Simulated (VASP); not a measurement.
# BN (P6_3/mmc) in VASP: further runs

Aim: see how the results for BN move with the level of theory and the settings. Levels: LDA, PBEsol. Tasks: single point.

All numbers are computed with VASP 6.6.1; they aren't measurements. Logs are shortened: lines on timing, memory, paths and dates and some standing lists are left out, and cuts for length are marked.

**1. The cell of the first run**

Symmetry: P6_3/mmc, No. 194, hexagonal system. The conventional cell has a = 2.498 Å, b = 2.498 Å, c = 6.636 Å, α = 90.00°, β = 90.00°, γ = 120.00°. N (site symmetry -6m2) has 3 B at 1.44 Å within 1.9 Å. Within 1.9 Å of B (site symmetry -6m2) lie 3 N at 1.44 Å.

**2. Single point, LDA**

The input, INCAR:

```
PREC = Accurate ; ENCUT = 520
EDIFF = 1E-7 ; ISMEAR = -1
SIGMA = 0.05 ; LREAL = False
LASPH = True ; NELM = 60
ALGO = Normal ; ISIF = 2
LWAVE = False ; LCHARG = False
GGA = CA ; NBANDS = 16
```

The input, KPOINTS:

```
Automatic mesh
0
Gamma
  12 12 4
```

The input, POSCAR:

```
BN
1.0
    2.4982400000      0.0000000000      0.0000000000
   -1.2491200000      2.1635393048      0.0000000000
    0.0000000000      0.0000000000      6.6357000000
N B
2 2
Direct
    0.6666666667      0.3333333333      0.2500000000
    0.3333333333      0.6666666667      0.7500000000
    0.6666666667      0.3333333333      0.7500000000
    0.3333333333      0.6666666667      0.2500000000
```

Potentials or basis: VASP PAW LDA potentials, release 64 (N, B).

On the command line:

```console
$ cat potpaw_LDA.64/N/POTCAR potpaw_LDA.64/B/POTCAR > POTCAR
$ mpirun -np 1 vasp_std > vasp.out
```

OUTCAR:

```text
PREC = Accurate
   ENCUT = 520
   EDIFF = 1E-7
   ISMEAR = -1
   LREAL = False
   LASPH = True
   NELM = 60
   ISIF = 2
   GGA = CA

 ion  position               nearest neighbor table
   1  0.667  0.333  0.250-   4 1.44   4 1.44   4 1.44
   2  0.333  0.667  0.750-   3 1.44   3 1.44   3 1.44
   3  0.667  0.333  0.750-   2 1.44   2 1.44   2 1.44
   4  0.333  0.667  0.250-   1 1.44   1 1.44   1 1.44

  LATTYP: Found a hexagonal cell.
 ALAT       =     2.4982400000
 C/A-ratio  =     2.6561499296

  Lattice vectors:

 A1 = (   2.4982400000,   0.0000000000,   0.0000000000)
 A2 = (  -1.2491200000,   2.1635393048,   0.0000000000)
 A3 = (   0.0000000000,   0.0000000000,   6.6357000000)

Analysis of symmetry for initial positions (statically):
=====================================================================
 Subroutine PRICEL returns:
 Original cell was already a primitive cell.

 Routine SETGRP: Setting up the symmetry group for a
 hexagonal supercell.

 Subroutine GETGRP returns: Found 24 space group operations
 (whereof 12 operations were pure point group operations)
 out of a pool of 24 trial point group operations.

The static configuration has the point symmetry D_3d.
 The point group associated with its full space group is D_6h.

Analysis of symmetry for dynamics (positions and initial velocities):
=====================================================================
 Subroutine PRICEL returns:
 Original cell was already a primitive cell.

 Routine SETGRP: Setting up the symmetry group for a
 hexagonal supercell.

 Subroutine GETGRP returns: Found 24 space group operations
 (whereof 12 operations were pure point group operations)
 out of a pool of 24 trial point group operations.

The dynamic configuration has the point symmetry D_3d.
 The point group associated with its full space group is D_6h.

 Subroutine INISYM returns: Found 24 space group operations
 (whereof 12 operations are pure point group operations),
 and found     1 'primitive' translations

----------------------------------------------------------------------------------------

                                     Primitive cell

  volume of cell :      35.8662

  direct lattice vectors                    reciprocal lattice vectors
     2.498240000  0.000000000  0.000000000     0.400281798  0.231102804  0.000000000
    -1.249120000  2.163539305  0.000000000     0.000000000  0.462205608  0.000000000
     0.000000000  0.000000000  6.635700000     0.000000000  0.000000000  0.150700002

  length of vectors
     2.498240000  2.498240000  6.635700000     0.462205608  0.462205608  0.150700002

  position of ions in fractional coordinates (direct lattice)
     0.666666667  0.333333333  0.250000000
     0.333333333  0.666666667  0.750000000
     0.666666667  0.333333333  0.750000000
     0.333333333  0.666666667  0.250000000

  ion indices of the primitive-cell ions
   primitive index   ion index
                 1           1
                 2           2
                 3           3
                 4           4

----------------------------------------------------------------------------------------

 KPOINTS: Automatic mesh

Automatic generation of k-mesh.
 Grid dimensions read from file:
 generate k-points for:   12   12    4

 Generating k-lattice:

  Cartesian coordinates                     Fractional coordinates (reciprocal lattice)
     0.033356817  0.019258567  0.000000000     0.083333333 -0.000000000  0.000000000
     0.000000000  0.038517134  0.000000000     0.000000000  0.083333333  0.000000000
     0.000000000  0.000000000  0.037675000     0.000000000  0.000000000  0.250000000

  Length of vectors
     0.038517134  0.038517134  0.037675000

  Shift w.r.t. Gamma in fractional coordinates (k-lattice)
     0.000000000  0.000000000  0.000000000

 Subroutine IBZKPT returns following result:
 ===========================================

 Found     57 irreducible k-points:

 Following reciprocal coordinates:
            Coordinates               Weight
  0.000000  0.000000  0.000000      1.000000
  0.083333 -0.000000  0.000000      6.000000
  0.166667  0.000000  0.000000      6.000000
  0.250000  0.000000  0.000000      6.000000
  0.333333  0.000000  0.000000      6.000000
  0.416667  0.000000  0.000000      6.000000
[... 16 lines left out ...]
  0.250000  0.000000  0.250000     12.000000
  0.333333  0.000000  0.250000     12.000000
 [... further k-points ...]
   k-points           NKPTS =     57   k-points in BZ     NKDIM =     57   number of bands    NBANDS=     16
   number of dos      NEDOS =    301   number of ions     NIONS =      4
   total plane-waves  NPLWV =  20000
   dimension x,y,z NGX =    20 NGY =   20 NGZ =   50
   dimension x,y,z NGXF=    40 NGYF=   40 NGZF=  100
   ions per type =               2   2
   NGX,Y,Z   is equivalent  to a cutoff of  13.31, 13.31, 12.53 a.u.
   NGXF,Y,Z  is equivalent  to a cutoff of  26.62, 26.62, 25.05 a.u.
 SYSTEM =  unknown system
   PREC   = accura    normal or accurate (medium, high low for compatibility)
   ISTART =      0    job   : 0-new  1-cont  2-samecut
   ICHARG =      2    charge: 1-file 2-atom 10-const
   ISPIN  =      1    spin polarized calculation?
   LNONCOLLINEAR =      F non collinear calculations
   LSORBIT =      F    spin-orbit coupling
   LASPH  =      T    aspherical Exc in radial PAW
   ENCUT  =  520.0 eV  38.22 Ry    6.18 a.u.   4.65  4.65 12.34*2*pi/ulx,y,z
   NELM   =     60;   NELMIN=  2; NELMDL= -5     # of ELM steps
   EDIFF  = 0.1E-06   stopping-criterion for ELM
   LREAL  =      F    real-space projection
   EDIFFG = 0.1E-05   stopping-criterion for IOM
   NSW    =      0    number of steps for IOM
   IBRION =     -1    ionic relax: 0-MD 1-quasi-New 2-CG
   NFREE  =      0    steps in history (QN), initial steepest desc. (CG)
   ISIF   =      2    stress and relaxation
   ISYM   =      2    0-nonsym 1-usesym 2-fastsym
   POTIM  = 0.5000    time-step for ionic-motion
   TEBEG  =    0.0;   TEEND  =   0.0 temperature during run
   PSTRESS=    0.0 pullay stress
   NELECT =      16.0000    total number of electrons
   NUPDOWN=      -1.0000    fix difference up-down
   EMIN   =  10.00;   EMAX   =-10.00  energy-range for DOS
   EFERMI =   0.00;   METHOD = LEGACY
   ISMEAR =    -1;   SIGMA  =   0.05  broadening in eV -4-tet -1-fermi 0-gaus
   EFERMI_NEDOS =   21; number of points for ismear=-14 and -15
   IALGO  =     38    algorithm
   IMIX   =      4    mixing-type and parameters
     AMIX     =   0.40;   BMIX     =  1.00
     AMIX_MAG =   1.60;   BMIX_MAG =  1.00
  volume/ion in A,a.u.               =       8.97        60.51
  Fermi-wavevector in a.u.,A,eV,Ry     =   1.250891  2.363842 21.289433  1.564729
  Thomas-Fermi vector in A             =   2.384864
   LORBIT       =      0    0 simple, 1 ext, 2 COOP (PROOUT), +10 PAW based schemes
   GGA     = CA    functional components
   LHFCALC =     F    Hartree Fock is set to
   AEXX    =    0.0000 exact exchange contribution
   IVDW    =     0    specifies the selected vdW correction
   LEPSILON=     F    determine dielectric tensor
   LRPA    =     F    only Hartree local field effects (RPA)
 non-spin polarized calculation
  energy-cutoff  :      520.00
  volume of cell :       35.87
 maximum number of plane-waves:       985
 NGX is ok and might be reduce to    20
   NGX =  9   NGY =  9   NGZ = 25

 number of electron      16.0000003 magnetization

 Free energy of the ion-electron system (eV)
  ---------------------------------------------------
  ext. energy  EPLUGINS =         0.00000000
  ---------------------------------------------------
  free energy    TOTEN  =       -38.57713636 eV

  energy without entropy =      -38.57713636  energy(sigma->0) =      -38.57713636

 E-fermi :   3.2365     XC(G=0): -10.5396

 val. band max:        2.1815827362   @ k =   0.3333   0.3333   0.5000
 cond. band min:       6.2669203583   @ k =   0.5000   0.0000   0.0000
 fundamental gap:      4.0853376220
 Fermi energy:         3.2364869974

 k-point     1 :       0.0000    0.0000    0.0000
  band No.  band energies     occupation
      1     -15.4490      2.00000
      2     -15.1328      2.00000
      3      -4.1865      2.00000
      4      -1.9673      2.00000
      5       0.8478      2.00000
      6       0.8478      2.00000
[... 8 lines left out ...]
     15      14.6284      0.00000
     16      15.1165      0.00000

 k-point     2 :       0.0833   -0.0000    0.0000
  band No.  band energies     occupation
      1     -15.3122      2.00000
      2     -15.0009      2.00000
      3      -3.9975      2.00000
      4      -1.7980      2.00000
      5       0.2986      2.00000
      6       0.3317      2.00000
[... 8 lines left out ...]
     15      14.6138      0.00000
     16      15.0725      0.00000

 k-point     3 :       0.1667    0.0000    0.0000
  band No.  band energies     occupation
      1     -14.9086      2.00000
      2     -14.6126      2.00000
      3      -3.4370      2.00000
      4      -1.3001      2.00000
      5      -1.1016      2.00000
      6      -1.0610      2.00000
[... 8 lines left out ...]
     15      15.9975      0.00000
     16      16.1263      0.00000

 k-point     4 :       0.2500    0.0000    0.0000
  band No.  band energies     occupation
      1     -14.2638      2.00000
      2     -13.9944      2.00000
      3      -2.8908      2.00000
      4      -2.8277      2.00000
      5      -2.5291      2.00000
      6      -0.7952      2.00000
[... 8 lines left out ...]
     15      17.2822      0.00000
     16      18.1523      0.00000
[... 324 lines left out ...]
 k-point    22 :       0.1667    0.0000    0.2500
  band No.  band energies     occupation
      1     -14.8676      2.00000
      2     -14.6585      2.00000
      3      -3.1800      2.00000
      4      -1.7058      2.00000
      5      -1.0895      2.00000
      6      -1.0450      2.00000
[... 8 lines left out ...]
     15      15.8958      0.00000
     16      15.9794      0.00000

 k-point    23 :       0.2500    0.0000    0.2500
  band No.  band energies     occupation
      1     -14.2262      2.00000
      2     -14.0359      2.00000
      3      -2.9010      2.00000
      4      -2.8447      2.00000
      5      -2.2582      2.00000
      6      -0.8595      2.00000
[... 8 lines left out ...]
     15      18.1677      0.00000
     16      18.2510      0.00000

 k-point    24 :       0.3333    0.0000    0.2500
  band No.  band energies     occupation
      1     -13.4101      2.00000
      2     -13.2500      2.00000
      3      -4.6744      2.00000
      4      -4.6137      2.00000
      5      -1.4198      2.00000
      6      -1.3755      2.00000
[... 8 lines left out ...]
     15      18.7723      0.00000
     16      20.6883      0.00000

 [... further k-points ...]

------------------------ aborting loop because EDIFF is reached ----------------------------------------

  FORCE on cell =-STRESS in cart. coord.  units (eV):
  Direction    XX          YY          ZZ          XY          YZ          ZX
  --------------------------------------------------------------------------------------
  -------------------------------------------------------------------------------------
  Total       -0.7581622     -0.7581622     -0.1589966     -0.0000000      0.0000000      0.0000000
  in kB      -33.8678027    -33.8678027     -7.1025264     -0.0000000      0.0000000      0.0000000
  external PRESSURE =     -24.9460439 kB  Pullay stress =       0.0000000 kB

 VOLUME and BASIS-vectors are now :
 -----------------------------------------------------------------------------
  energy-cutoff  :      520.00
  volume of cell :       35.87
      direct lattice vectors                 reciprocal lattice vectors
     2.498240000  0.000000000  0.000000000     0.400281798  0.231102804  0.000000000
    -1.249120000  2.163539305  0.000000000     0.000000000  0.462205608  0.000000000
     0.000000000  0.000000000  6.635700000     0.000000000  0.000000000  0.150700002

 POSITION                                       TOTAL-FORCE (eV/Angst)
 -----------------------------------------------------------------------------------
      1.24912      0.72118      1.65892        -0.000000      0.000000      0.000000
     -0.00000      1.44236      4.97677         0.000000     -0.000000      0.000000
      1.24912      0.72118      4.97677         0.000000      0.000000      0.000000
     -0.00000      1.44236      1.65892        -0.000000      0.000000      0.000000
 -----------------------------------------------------------------------------------
    total drift:                                0.000000     -0.000000      0.000000

  FREE ENERGIE OF THE ION-ELECTRON SYSTEM (eV)
  ---------------------------------------------------
  free  energy   TOTEN  =       -38.5771363571 eV

  energy  without entropy=      -38.5771363570  energy(sigma->0) =      -38.57713636
```

Wall time 19 s (1 thread of Intel Xeon 6975P-C, shared host); peak memory 0.14 GiB.

Results:

```
Free energy            : -38.5771 eV
Pressure               : -2.5 GPa
Band gap on the k mesh : 4.09 eV, indirect (least direct gap 4.51 eV)
```

Stress tensor (GPa, compression positive):
```
-3.39  0.00  0.00
 0.00 -3.39  0.00
 0.00  0.00 -0.71
```

**3. Single point, LDA (volume scaled by 1.02)**

The input, INCAR:

```
SYSTEM = BN
ALGO = Normal ; EDIFF = 1E-7
ENCUT = 520 ; ISIF = 2
ISMEAR = -1 ; LASPH = .True.
LCHARG = .False. ; LREAL = .False.
LWAVE = .False. ; NBANDS = 16
NELM = 100 ; PREC = Accurate
SIGMA = 0.05
```

The input, KPOINTS:

```
k-points
0
Gamma
  12 12 4
  0 0 0
```

The input, POSCAR:

```
BN
1.0
    2.5147851179      0.0000000000      0.0000000000
   -1.2573925590      2.1778677972      0.0000000000
    0.0000000000      0.0000000000      6.6796463138
N B
2 2
Direct
    0.6666666667      0.3333333333      0.2500000000
    0.3333333333      0.6666666667      0.7500000000
    0.6666666667      0.3333333333      0.7500000000
    0.3333333333      0.6666666667      0.2500000000
```

Potentials or basis: VASP PAW LDA potentials, release 64 (N, B).

On the command line:

```console
$ cat potpaw_LDA.64/N/POTCAR potpaw_LDA.64/B/POTCAR > POTCAR
$ mpirun -np 1 vasp_std > vasp.out
```

Run time: 24 s. Hardware: 1 thread of Intel Xeon 6975P-C, shared host; peak memory 0.15 GiB.

The run converged. Its results:

```
Free energy            : -38.5561 eV
Pressure               : -7.1 GPa
Band gap on the k mesh : 4.06 eV, indirect (least direct gap 4.47 eV)
```

Stress tensor (GPa, compression positive):
```
-10.27   0.00   0.00
  0.00 -10.27   0.00
  0.00   0.00  -0.85
```

Levels at points of the mesh, in eV from the valence-band top:
| k point | band 6 | band 7 | band 8 | band 9 | band 10 | band 11 |
| --- | --- | --- | --- | --- | --- | --- |
| (0.00, 0.00, 0.00) | -1.36 | -1.32 | -1.32 | 4.90 | 9.92 | 11.32 |
| (0.50, 0.00, 0.00) | -4.07 | -1.45 | -0.43 | 4.06 | 5.47 | 9.35 |
| (0.00, 0.00, 0.50) | -1.34 | -1.34 | -1.34 | 7.27 | 7.27 | 11.38 |
| (0.50, 0.00, 0.50) | -4.11 | -0.92 | -0.92 | 4.54 | 4.54 | 9.77 |

**4. Single point, PBEsol (volume scaled by 1.02)**

The input, INCAR:

```
SYSTEM = BN
ALGO = Normal
EDIFF = 1E-7
ENCUT = 520
GGA = PS
ISIF = 2
ISMEAR = -1
LASPH = .True.
LCHARG = .True.
LELF = .True.
LREAL = .False.
LVHAR = .True.
LWAVE = .False.
NBANDS = 16
NELM = 100
PREC = Accurate
SIGMA = 0.05
```

KPOINTS is that of step 3.

POSCAR is that of step 3.

Potentials or basis: VASP PAW PBE potentials, release 64 (N, B).

On the command line:

```console
$ cat potpaw_PBE.64/N/POTCAR potpaw_PBE.64/B/POTCAR > POTCAR
$ mpirun -np 1 vasp_std > vasp.out
```

Wall time 24 s (1 thread of Intel Xeon 6975P-C, shared host); peak memory 0.16 GiB.

Results (log left out):

- Free energy: -36.5637 eV
- Pressure: -2.3 GPa
- Band gap on the k mesh: 4.16 eV, indirect (least direct gap 4.55 eV)

Stress tensor (GPa, compression positive):
```
-3.81  0.00  0.00
 0.00 -3.81  0.00
 0.00  0.00  0.62
```

Levels at points of the mesh, in eV from the valence-band top:
```csv
k point,band 6,band 7,band 8,band 9,band 10,band 11
"(0.00, 0.00, 0.00)",-1.32,-1.28,-1.28,5.02,10.07,11.40
"(0.50, 0.00, 0.00)",-4.05,-1.44,-0.43,4.16,5.54,9.33
"(0.00, 0.00, 0.50)",-1.30,-1.30,-1.30,7.38,7.38,11.46
"(0.50, 0.00, 0.50)",-4.08,-0.91,-0.91,4.62,4.62,9.72
```

Caveat: the PAW data sets were made with another functional, which shifts forces and pressure a little; this functional lacks dispersion, which binds the layers, so the pressure and a relaxed spacing across them are unreliable.

**5. Single point, LDA (volume scaled by 1.04)**

The input, INCAR:

```
SYSTEM = BN
PREC = Accurate ; ENCUT = 520
EDIFF = 1E-6 ; ISMEAR = -1
SIGMA = 0.05 ; LREAL = .FALSE.
LASPH = .TRUE. ; NELM = 100
ALGO = Normal ; ISIF = 2
LWAVE = .FALSE. ; LCHARG = .FALSE.
GGA = CA ; NBANDS = 16
```

The input, KPOINTS:

```
regular mesh
0
G
  12 12 4
  0 0 0
```

The input, POSCAR:

```
BN
1.0
    2.5311153490      0.0000000000      0.0000000000
   -1.2655576745      2.1920101922      0.0000000000
    0.0000000000      0.0000000000      6.7230218559
N B
2 2
Direct
    0.6666666667      0.3333333333      0.2500000000
    0.3333333333      0.6666666667      0.7500000000
    0.6666666667      0.3333333333      0.7500000000
    0.3333333333      0.6666666667      0.2500000000
```

Potentials or basis: VASP PAW LDA potentials, release 64 (N, B).

On the command line:

```console
$ cat potpaw_LDA.64/N/POTCAR potpaw_LDA.64/B/POTCAR > POTCAR
$ mpirun -np 1 vasp_std > vasp.out
```

Wall time 19 s (1 thread of Intel Xeon 6975P-C, shared host); peak memory 0.15 GiB.

Results (log left out):

```yaml
Free_energy: -38.5152 eV
Pressure: -11.4 GPa
Band_gap_on_the_k_mesh: 4.04 eV, indirect (least direct gap 4.42 eV)
```

Stress tensor (GPa, compression positive):
```
-16.56   0.00   0.00
  0.00 -16.56   0.00
  0.00   0.00  -1.00
```

Levels at points of the mesh, in eV from the valence-band top:
| k point | band 5 | band 6 | band 7 | band 8 | band 9 | band 10 | band 11 | band 12 |
| --- | --- | --- | --- | --- | --- | --- | --- | --- |
| (0.00, 0.00, 0.00) | -1.38 | -1.38 | -1.34 | -1.34 | 4.86 | 9.78 | 11.17 | 11.17 |
| (0.50, 0.00, 0.00) | -4.11 | -4.05 | -1.42 | -0.42 | 4.04 | 5.40 | 9.17 | 9.60 |
| (0.00, 0.00, 0.50) | -1.36 | -1.36 | -1.36 | -1.36 | 7.18 | 7.18 | 11.22 | 11.22 |
| (0.50, 0.00, 0.50) | -4.08 | -4.08 | -0.90 | -0.90 | 4.50 | 4.50 | 9.56 | 9.56 |

 A k mesh can miss the band edges.

**6. Overview**

| level | potentials or basis | cell | gap on the mesh (eV) | pressure (GPa) |
| --- | --- | --- | --- | --- |
| LDA | VASP PAW LDA potentials, release 64 (N, B) | a = 2.498, b = 2.498, c = 6.636 Å, angles 90.0, 90.0, 120.0°, 4 atoms | 4.09 | -2.5 |
| LDA | VASP PAW LDA potentials, release 64 (N, B) | a = 2.515, b = 2.515, c = 6.680 Å, angles 90.0, 90.0, 120.0°, 4 atoms | 4.06 | -7.1 |
| PBEsol | VASP PAW PBE potentials, release 64 (N, B) | a = 2.515, b = 2.515, c = 6.680 Å, angles 90.0, 90.0, 120.0°, 4 atoms | 4.16 | -2.3 |
| LDA | VASP PAW LDA potentials, release 64 (N, B) | a = 2.531, b = 2.531, c = 6.723 Å, angles 90.0, 90.0, 120.0°, 4 atoms | 4.04 | -11.4 |

Alike in all rows: task single point; no spin polarisation; k mesh 12 × 12 × 4; cutoff (eV) 520; smearing fermi-dirac 0.05 eV.

Caveats: the PAW data sets were made with another functional, which shifts forces and pressure a little (some runs); this functional lacks dispersion, which binds the layers, so the pressure and a relaxed spacing across them are unreliable (some runs).

Total energies depend on the potentials used, so only differences within one code and one set of settings carry meaning.
